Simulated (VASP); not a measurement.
Here is a VASP 6.6.1 calculation.

Contents of INCAR:

```
SYSTEM = SnO
PREC = Accurate ; ENCUT = 520
EDIFF = 1E-6 ; ISMEAR = -1
SIGMA = 0.05 ; LREAL = .FALSE.
LASPH = .TRUE. ; NELM = 80
ALGO = Normal ; ISIF = 2
LWAVE = .FALSE. ; LCHARG = .FALSE.
GGA = RE ; IVDW = 13
NBANDS = 28
```

The input KPOINTS:

```
Automatic mesh
0
G
  7 7 6
  0 0 0
```

Contents of POSCAR:

```
SnO
1.0
    3.8380242849      0.0000000000      0.0000000000
    0.0000000000      3.8380242849      0.0000000000
    0.0000000000      0.0000000000      4.6769472076
Sn O
2 2
Direct
    0.5000000000      0.0000000000      0.7514440297
    0.0000000000      0.5000000000      0.2485559703
    0.0000000000      0.0000000000      0.0000000000
    0.5000000000      0.5000000000      0.0000000000
```

Potentials or basis: VASP PAW PBE potentials, release 64 (Sn_d, O).

Run with:

```sh
$ cat potpaw_PBE.64/Sn_d/POTCAR potpaw_PBE.64/O/POTCAR > POTCAR
$ mpirun -np 1 vasp_std > vasp.out
```

(1) What does it give for the largest force?

(2) Estimate the band gap on the k mesh.

(3) Estimate the dispersion energy per atom.

Results:

(1) 0.076 eV/Å.

(2) 0.11 eV (least direct gap 1.86 eV).

(3) -0.481 eV.

Caveat: semilocal functionals underestimate gaps, and a narrow one can read as zero; the PAW data sets were made with another functional, which shifts forces and pressure a little; spin-orbit coupling is left out, which moves the levels of the heavy elements.
